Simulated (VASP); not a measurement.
# Si (Cmmm) in VASP: notebook

Si is run at these levels: r2SCAN; tasks: single point.

Program: VASP 6.6.1. These are calculated values, not measurements. Logs are shortened: lines on timing, memory, paths and dates and some standing lists are left out, and cuts for length are marked.

## 1. The cell of the first run

It takes space group Cmmm (No. 65, orthorhombic). The conventional cell has a = 2.621 Å, b = 5.134 Å, c = 2.466 Å, α = 90.00°, β = 90.00°, γ = 90.00°. Within 3.3 Å of Si (site symmetry mmm) lie 8 Si at 2.47 to 2.88 Å.

## 2. Single point, r2SCAN (strain +0.1312 x Voigt [0, 1, 0, 0, 0, 0])

Contents of POSCAR:

```
Si
1.0
    2.6205428149      0.0000000000      0.0000000000
   -1.3102714075      2.5672093618      0.0000000000
    0.0000000000      0.0000000000      2.4663543900
Si
1
Direct
    0.0000000000      0.0000000000      0.0000000000
```

Contents of INCAR.step1:

```
SYSTEM = Si
ALGO = Normal ; EDIFF = 1E-4
ENCUT = 520 ; GGA = PE
ISMEAR = 0 ; LASPH = .True.
LCHARG = .False. ; LREAL = .False.
LWAVE = .True. ; NBANDS = 8
NELM = 100 ; PREC = Accurate
SIGMA = 0.15
```

Contents of INCAR.step2:

```
SYSTEM = Si
ALGO = Normal ; EDIFF = 1E-6
ENCUT = 520 ; ISIF = 2
ISMEAR = 0 ; ISTART = 1
LASPH = .True. ; LCHARG = .True.
LELF = .True. ; LMIXTAU = .True.
LREAL = .False. ; LVHAR = .True.
LWAVE = .False. ; METAGGA = R2SCAN
NBANDS = 8 ; NELM = 100
PREC = Accurate ; SIGMA = 0.15
```

Contents of KPOINTS:

```
k-points
0
Gamma
  24 24 20
  0 0 0
```

Potentials or basis: VASP PAW PBE potentials, release 64 (Si).

Started as:

```bash
$ cat potpaw_PBE.64/Si/POTCAR > POTCAR
$ cp INCAR.step1 INCAR
$ mpirun -np 1 vasp_std > vasp.out
$ cp INCAR.step2 INCAR
$ mpirun -np 1 vasp_std > vasp.out
```

OUTCAR:

```text
SYSTEM = Si
   EDIFF = 1E-6
   ENCUT = 520
   ISIF = 2
   ISMEAR = 0
   ISTART = 1
   LASPH = .True.
   LREAL = .False.
   METAGGA = R2SCAN
   NELM = 100
   PREC = Accurate

 ion  position               nearest neighbor table
   1  0.000  0.000  0.000-

  LATTYP: Found a base centered orthorhombic cell.
 ALAT       =     2.6205428149
 B/A-ratio  =     1.9592958735
 C/A-ratio  =     0.9411616463

  Lattice vectors:

 A1 = (   1.3102714075,  -2.5672093618,   0.0000000000)
 A2 = (   1.3102714074,   2.5672093618,   0.0000000000)
 A3 = (   0.0000000000,   0.0000000000,   2.4663543900)

Analysis of symmetry for initial positions (statically):
=====================================================================
 Subroutine PRICEL returns:
 Original cell was already a primitive cell.

 Routine SETGRP: Setting up the symmetry group for a
 base centered orthorhombic supercell.

 Subroutine GETGRP returns: Found  8 space group operations
 (whereof  8 operations were pure point group operations)
 out of a pool of  8 trial point group operations.

The static configuration has the point symmetry D_2h.

Analysis of symmetry for dynamics (positions and initial velocities):
=====================================================================
 Subroutine PRICEL returns:
 Original cell was already a primitive cell.

 Routine SETGRP: Setting up the symmetry group for a
 base centered orthorhombic supercell.

 Subroutine GETGRP returns: Found  8 space group operations
 (whereof  8 operations were pure point group operations)
 out of a pool of  8 trial point group operations.

The dynamic configuration has the point symmetry D_2h.

 Subroutine INISYM returns: Found  8 space group operations
 (whereof  8 operations are pure point group operations),
 and found     1 'primitive' translations

----------------------------------------------------------------------------------------

                                     Primitive cell

  volume of cell :      16.5924

  direct lattice vectors                    reciprocal lattice vectors
     2.620542815  0.000000000  0.000000000     0.381600329  0.194764014  0.000000000
    -1.310271407  2.567209362  0.000000000     0.000000000  0.389528028  0.000000000
     0.000000000  0.000000000  2.466354390     0.000000000  0.000000000  0.405456736

  length of vectors
     2.620542815  2.882251736  2.466354390     0.428429495  0.389528028  0.405456736

  position of ions in fractional coordinates (direct lattice)
     0.000000000  0.000000000  0.000000000

  ion indices of the primitive-cell ions
   primitive index   ion index
                 1           1

----------------------------------------------------------------------------------------

 KPOINTS: k-points

Automatic generation of k-mesh.
 Grid dimensions read from file:
 generate k-points for:   24   24   20

 Generating k-lattice:

  Cartesian coordinates                     Fractional coordinates (reciprocal lattice)
     0.015900014  0.008115167  0.000000000     0.041666667  0.000000000  0.000000000
     0.000000000  0.016230334  0.000000000     0.000000000  0.041666667  0.000000000
     0.000000000  0.000000000  0.020272837     0.000000000  0.000000000  0.050000000

  Length of vectors
     0.017851229  0.016230334  0.020272837

  Shift w.r.t. Gamma in fractional coordinates (k-lattice)
     0.000000000  0.000000000  0.000000000

 Subroutine IBZKPT returns following result:
 ===========================================

 Found   1727 irreducible k-points:

 Following reciprocal coordinates:
            Coordinates               Weight
  0.000000  0.000000  0.000000      1.000000
  0.041667  0.000000  0.000000      4.000000
  0.083333  0.000000  0.000000      4.000000
  0.125000  0.000000  0.000000      4.000000
  0.166667  0.000000  0.000000      4.000000
  0.208333 -0.000000  0.000000      4.000000
[... 16 lines left out ...]
  0.375000  0.041667  0.000000      4.000000
  0.416667  0.041667  0.000000      4.000000
 [... further k-points ...]
   k-points           NKPTS =   1727   k-points in BZ     NKDIM =   1727   number of bands    NBANDS=      8
   number of dos      NEDOS =    301   number of ions     NIONS =      1
   total plane-waves  NPLWV =   8640
   dimension x,y,z NGX =    20 NGY =   24 NGZ =   18
   dimension x,y,z NGXF=    40 NGYF=   48 NGZF=   36
   ions per type =               1
   NGX,Y,Z   is equivalent  to a cutoff of  12.69, 13.84, 12.13 a.u.
   NGXF,Y,Z  is equivalent  to a cutoff of  25.38, 27.69, 24.27 a.u.
 SYSTEM =  Si
   PREC   = accura    normal or accurate (medium, high low for compatibility)
   ISTART =      1    job   : 0-new  1-cont  2-samecut
   ICHARG =      0    charge: 1-file 2-atom 10-const
   ISPIN  =      1    spin polarized calculation?
   LNONCOLLINEAR =      F non collinear calculations
   LSORBIT =      F    spin-orbit coupling
   LASPH  =      T    aspherical Exc in radial PAW
   ENCUT  =  520.0 eV  38.22 Ry    6.18 a.u.   4.87  5.36  4.59*2*pi/ulx,y,z
   NELM   =    100;   NELMIN=  2; NELMDL=  0     # of ELM steps
   EDIFF  = 0.1E-05   stopping-criterion for ELM
   LREAL  =      F    real-space projection
   EDIFFG = 0.1E-04   stopping-criterion for IOM
   NSW    =      0    number of steps for IOM
   IBRION =     -1    ionic relax: 0-MD 1-quasi-New 2-CG
   NFREE  =      0    steps in history (QN), initial steepest desc. (CG)
   ISIF   =      2    stress and relaxation
   ISYM   =      2    0-nonsym 1-usesym 2-fastsym
   POTIM  = 0.5000    time-step for ionic-motion
   TEBEG  =    0.0;   TEEND  =   0.0 temperature during run
   PSTRESS=    0.0 pullay stress
   NELECT =       4.0000    total number of electrons
   NUPDOWN=      -1.0000    fix difference up-down
   EMIN   =  10.00;   EMAX   =-10.00  energy-range for DOS
   EFERMI =   0.00;   METHOD = LEGACY
   ISMEAR =     0;   SIGMA  =   0.15  broadening in eV -4-tet -1-fermi 0-gaus
   EFERMI_NEDOS =   21; number of points for ismear=-14 and -15
   IALGO  =     38    algorithm
   IMIX   =      4    mixing-type and parameters
     AMIX     =   0.40;   BMIX     =  1.00
     AMIX_MAG =   1.60;   BMIX_MAG =  1.00
  volume/ion in A,a.u.               =      16.59       111.97
  Fermi-wavevector in a.u.,A,eV,Ry     =   1.018886  1.925415 14.124591  1.038128
  Thomas-Fermi vector in A             =   2.152369
   LORBIT       =      0    0 simple, 1 ext, 2 COOP (PROOUT), +10 PAW based schemes
   METAGGA = R2SCAN    functional components
   LHFCALC =     F    Hartree Fock is set to
   AEXX    =    0.0000 exact exchange contribution
   IVDW    =     0    specifies the selected vdW correction
   LEPSILON=     F    determine dielectric tensor
   LRPA    =     F    only Hartree local field effects (RPA)
 non-spin polarized calculation
 Gauss-broadening in eV      SIGMA  =   0.15
  energy-cutoff  :      520.00
  volume of cell :       16.59
 maximum number of plane-waves:       462
   NGX =  9   NGY = 11   NGZ =  9

 number of electron       4.0000000 magnetization

 Free energy of the ion-electron system (eV)
  ---------------------------------------------------
  ext. energy  EPLUGINS =         0.00000000
  ---------------------------------------------------
  free energy    TOTEN  =        -8.25494785 eV

  energy without entropy =       -8.25107923  energy(sigma->0) =       -8.25301354

 E-fermi :   8.1827     XC(G=0): -11.1224

 val. band max:        8.1795594704   @ k =   0.1250   0.1667   0.0000
 cond. band min:       8.1868272163   @ k =  -0.3333   0.0833   0.2000
 fundamental gap:      0.0072677459
 Fermi energy:         8.1827479709

 k-point     1 :       0.0000    0.0000    0.0000
  band No.  band energies     occupation
      1      -5.6533      2.00000
      2      15.0874      0.00000
      3      16.1530      0.00000
      4      17.6419      0.00000
      5      18.2063      0.00000
      6      18.3360      0.00000
      7      22.2809      0.00000
      8      26.3644      0.00000

 k-point     2 :       0.0417    0.0000    0.0000
  band No.  band energies     occupation
      1      -5.6049      2.00000
      2      14.7769      0.00000
      3      16.1857      0.00000
      4      17.3711      0.00000
      5      17.6822      0.00000
      6      19.3376      0.00000
      7      21.7695      0.00000
      8      27.0364      0.00000

 k-point     3 :       0.0833    0.0000    0.0000
  band No.  band energies     occupation
      1      -5.4596      2.00000
      2      14.1772      0.00000
      3      15.4084      0.00000
      4      17.3360      0.00000
      5      17.8030      0.00000
      6      20.3733      0.00000
      7      20.8898      0.00000
      8      27.8985      0.00000

 k-point     4 :       0.1250    0.0000    0.0000
  band No.  band energies     occupation
      1      -5.2179      2.00000
      2      13.4035      0.00000
      3      14.2687      0.00000
      4      17.4526      0.00000
      5      18.0039      0.00000
      6      20.2753      0.00000
      7      21.4581      0.00000
      8      28.6138      0.00000

 k-point     5 :       0.1667    0.0000    0.0000
  band No.  band energies     occupation
      1      -4.8801      2.00000
      2      12.2224      0.00000
      3      13.4456      0.00000
      4      17.1303      0.00000
      5      18.2838      0.00000
      6      20.3183      0.00000
      7      22.5492      0.00000
      8      29.4707      0.00000

 k-point     6 :       0.2083   -0.0000    0.0000
  band No.  band energies     occupation
      1      -4.4470      2.00000
      2      10.7816      0.00000
      3      12.8961      0.00000
      4      16.5223      0.00000
      5      18.6412      0.00000
      6      20.7904      0.00000
      7      23.7117      0.00000
      8      30.4171      0.00000

 k-point     7 :       0.2500    0.0000    0.0000
  band No.  band energies     occupation
      1      -3.9197      2.00000
      2       9.2889      0.00000
      3      12.4647      0.00000
      4      15.8722      0.00000
      5      19.0738      0.00000
      6      21.4391      0.00000
      7      24.9544      0.00000
      8      30.4386      0.00000
[... 133 lines left out ...]
 k-point    20 :       0.2500    0.0417    0.0000
  band No.  band energies     occupation
      1      -3.6486      2.00000
      2       8.7228      0.00000
      3      11.2702      0.00000
      4      16.6074      0.00000
      5      19.2890      0.00000
      6      22.0818      0.00000
      7      26.0686      0.00000
      8      29.9926      0.00000

 k-point    21 :       0.2917    0.0417    0.0000
  band No.  band energies     occupation
      1      -2.9919      2.00000
      2       7.2650      2.00000
      3      10.9726      0.00000
      4      16.0512      0.00000
      5      19.8172      0.00000
      6      22.7470      0.00000
      7      27.5052      0.00000
      8      28.8843      0.00000

 k-point    22 :       0.3333    0.0417    0.0000
  band No.  band energies     occupation
      1      -2.2461      2.00000
      2       5.8538      2.00000
      3      10.7749      0.00000
      4      15.5556      0.00000
      5      20.4035      0.00000
      6      23.4663      0.00000
      7      27.7941      0.00000
      8      28.8987      0.00000

 k-point    23 :       0.3750    0.0417    0.0000
  band No.  band energies     occupation
      1      -1.4167      2.00000
      2       4.5120      2.00000
      3      10.6676      0.00000
      4      15.1360      0.00000
      5      21.0276      0.00000
      6      24.1980      0.00000
      7      26.7698      0.00000
      8      29.8894      0.00000

 k-point    24 :       0.4167    0.0417    0.0000
  band No.  band energies     occupation
      1      -0.5188      2.00000
      2       3.2628      2.00000
      3      10.6471      0.00000
      4      14.8009      0.00000
      5      21.6400      0.00000
      6      24.8638      0.00000
      7      25.8758      0.00000
      8      29.7997      0.00000

 [... further k-points ...]

------------------------ aborting loop because EDIFF is reached ----------------------------------------

  FORCE on cell =-STRESS in cart. coord.  units (eV):
  Direction    XX          YY          ZZ          XY          YZ          ZX
  --------------------------------------------------------------------------------------
  -------------------------------------------------------------------------------------
  Total       -0.8063941     -1.2032499     -0.2810763      0.0000000      0.0000000      0.0000000
  in kB      -77.8663604   -116.1872259    -27.1410574      0.0000000      0.0000000      0.0000000
  external PRESSURE =     -73.7315479 kB  Pullay stress =       0.0000000 kB

 VOLUME and BASIS-vectors are now :
 -----------------------------------------------------------------------------
  energy-cutoff  :      520.00
  volume of cell :       16.59
      direct lattice vectors                 reciprocal lattice vectors
     2.620542815  0.000000000  0.000000000     0.381600329  0.194764014  0.000000000
    -1.310271407  2.567209362  0.000000000     0.000000000  0.389528028  0.000000000
     0.000000000  0.000000000  2.466354390     0.000000000  0.000000000  0.405456736

 POSITION                                       TOTAL-FORCE (eV/Angst)
 -----------------------------------------------------------------------------------
      0.00000      0.00000      0.00000         0.000000      0.000000      0.000000
 -----------------------------------------------------------------------------------
    total drift:                               -0.000000     -0.000000      0.000000

  FREE ENERGIE OF THE ION-ELECTRON SYSTEM (eV)
  ---------------------------------------------------
  free  energy   TOTEN  =        -8.2549478518 eV

  energy  without entropy=       -8.2510792284  energy(sigma->0) =       -8.25301354
```

It took 3.4 min on 1 thread of Intel Xeon 6975P-C (Granite Rapids), shared host; peak memory 0.29 GiB.

Results:

| Quantity | Value |
| --- | --- |
| Free energy | -8.2549 eV |
| Pressure | -7.4 GPa |
| Band gap on the k mesh | zero (bands 2 and 3 overlap by 10.83 eV) |

Stress tensor (GPa, compression positive):
```
 -7.79   0.00   0.00
  0.00 -11.62   0.00
  0.00   0.00  -2.71
```

Levels at points of the mesh, in eV from the Fermi level:
| k point | band 1 | band 2 | band 3 | band 4 | band 5 | band 6 |
| --- | --- | --- | --- | --- | --- | --- |
| (0.00, 0.00, 0.00) | -13.84 | 6.90 | 7.97 | 9.46 | 10.02 | 10.15 |
| (0.50, 0.00, 0.00) | -7.57 | -6.33 | 3.21 | 5.62 | 14.01 | 16.91 |
| (0.00, 0.50, 0.00) | -9.28 | -6.72 | 6.62 | 7.78 | 12.71 | 16.62 |
| (0.00, 0.00, 0.50) | -8.51 | -6.72 | 10.93 | 13.19 | 14.01 | 14.08 |
| (0.50, 0.00, 0.50) | -2.19 | -2.08 | -1.14 | 2.45 | 7.27 | 11.06 |
| (0.00, 0.50, 0.50) | -3.33 | -3.22 | -2.48 | 2.01 | 10.67 | 14.02 |

Caveat: the cell differs from its parent crystal (strain +0.1312 x Voigt [0, 1, 0, 0, 0, 0]); the stress differs along the axes, from -12 to -3 GPa; the PAW data sets were made with another functional, which shifts forces and pressure a little.

(Continued in part 2 of 2.)
